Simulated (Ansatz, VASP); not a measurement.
# One calculation of WSe2, two programs

The input POSCAR:

```
WSe2
1.0
    3.4138568710      0.0000000000      0.0000000000
   -1.7069284355      2.9564867752      0.0000000000
    0.0000000000      0.0000000000     30.6940937020
W Se
3 6
Direct
    0.6666666667      0.3333333333      0.0000000000
    0.3333333333      0.6666666667      0.7699395294
    0.3333333333      0.6666666667      0.2300604706
    0.3333333333      0.6666666667      0.0557735259
    0.6666666667      0.3333333333      0.8257181867
    0.6666666667      0.3333333333      0.2857987534
    0.3333333333      0.6666666667      0.9442264741
    0.6666666667      0.3333333333      0.7142012466
    0.6666666667      0.3333333333      0.1742818133
```

The input INCAR.step1:

```
SYSTEM = WSe2
PREC = Accurate
ENCUT = 520
ISMEAR = 0
SIGMA = 0.05
LREAL = .False.
LASPH = .True.
NELM = 100
NBANDS = 49
GGA = PE
ALGO = Normal
EDIFF = 1E-4
LWAVE = .True.
LCHARG = .False.
```

The input INCAR.step2:

```
SYSTEM = WSe2
PREC = Accurate
ENCUT = 520
EDIFF = 1E-6
ISMEAR = 0
SIGMA = 0.05
LREAL = .False.
LASPH = .True.
NELM = 100
ALGO = Normal
ISIF = 2
LWAVE = .False.
LCHARG = .True.
METAGGA = R2SCAN
LMIXTAU = .True.
LELF = .True.
LVHAR = .True.
NBANDS = 49
ISTART = 1
```

The input KPOINTS:

```
regular mesh
0
Gamma
  12 12 1
  0 0 0
```

Input for Ansatz:

```yaml
crystal:
  lattice:
    - [3.413856871, 0.0, 0.0]
    - [-1.7069284355, 2.9564867752, 0.0]
    - [0.0, 0.0, 30.694093702]
  atoms:
    - { symbol: W, position: [0.6666666667, 0.3333333333, 0.0] }
    - { symbol: W, position: [0.3333333333, 0.6666666667, 0.7699395294] }
    - { symbol: W, position: [0.3333333333, 0.6666666667, 0.2300604706] }
    - { symbol: Se, position: [0.3333333333, 0.6666666667, 0.0557735259] }
    - { symbol: Se, position: [0.6666666667, 0.3333333333, 0.8257181867] }
    - { symbol: Se, position: [0.6666666667, 0.3333333333, 0.2857987534] }
    - { symbol: Se, position: [0.3333333333, 0.6666666667, 0.9442264741] }
    - { symbol: Se, position: [0.6666666667, 0.3333333333, 0.7142012466] }
    - { symbol: Se, position: [0.6666666667, 0.3333333333, 0.1742818133] }
basis:
  ecutwfc: 500
kpoints:
  mp_grid: { grid: [12, 12, 1] }
hamiltonian:
  xc: r2scan
scf:
  occupations: { method: gaussian, width: 0.05 }
output:
  forces: true
  stress: true
  eigenvalues: true
```

Change from the starting cell: strain +0.030 along x and y, +0.030 along z, atoms carried along.

Alike in both runs: task single point; functional r2SCAN; k mesh 12 × 12 × 1; occupations gaussian, width 0.05 eV; no spin polarisation.

```csv
,VASP,Ansatz
version,VASP 6.6.1,Ansatz 0.2.0
potentials or method,"VASP PAW PBE potentials, release 64 (W_sv, Se), cutoff 520 eV","scalar-relativistic, plane waves, PAW"
valence electrons in the cell,78,138
```

|  | VASP | Ansatz | Ansatz less VASP |
| --- | --- | --- | --- |
| gap on the k mesh at the Fermi level (eV) | 1.38 | 1.39 | +0.004 |
| least direct gap on the mesh (eV) | 1.41 | 1.41 | 0.000 |
| rms of the force components (eV/Å) | 0.613 | 0.626 | +0.0134 |

VASP's potentials were made for PBE, not for r2SCAN. Atom by atom the forces differ by 0.013 eV/Å (rms over components). With one functional, cell and mesh, what is left measures potentials, basis and numerics. VASP's potentials hold 78 valence electrons a cell and Ansatz's 138, so a difference there can come from the potentials and not from the codes.

Spin-orbit coupling is off throughout.
